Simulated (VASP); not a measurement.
Here is a VASP 6.6.1 calculation.

Contents of INCAR:

```
  PREC = Accurate
  ENCUT = 520
  EDIFF = 1E-6
  ISMEAR = 0
  SIGMA = 0.05
  LREAL = F
  LASPH = T
  NELM = 100
  ALGO = Normal
  ISIF = 2
  LWAVE = F
  LCHARG = F
  GGA = PE
  NBANDS = 16
```

KPOINTS

```
Automatic mesh
0
Gamma
  9 9 6
```

File POSCAR:

```
AlN
1.0
    3.2665522592      0.0000000000      0.0000000000
   -1.6332761296      2.8289172392      0.0000000000
    0.0000000000      0.0000000000      4.7291000000
Al N
2 2
Direct
    0.3333333333      0.6666666667      0.0000000000
    0.6666666667      0.3333333333      0.5000000000
    0.3333333333      0.6666666667      0.3850000000
    0.6666666667      0.3333333333      0.8850000000
```

Potentials or basis: VASP PAW PBE potentials, release 64 (Al, N).

Launch:

```bash
$ cat potpaw_PBE.64/Al/POTCAR potpaw_PBE.64/N/POTCAR > POTCAR
$ mpirun -np 1 vasp_std > vasp.out
```

Task: What does it give for the band gap on the k mesh?

Result: 3.52 eV, direct.

Task: What does it give for the largest force?

Result: 1.185 eV/Å.

Task: What does it give for the pressure?

Result: -4.0 GPa.

Stress tensor (GPa, compression positive):
```
-15.70   0.00   0.00
  0.00 -15.70   0.00
  0.00   0.00  19.32
```

Caveat: the cell differs from its parent crystal (strain +0.050 along x and y, -0.050 along z); forces of over 1 eV/Å act on the atoms, so gaps and moduli don't describe the material at rest. A k mesh can miss the band edges.
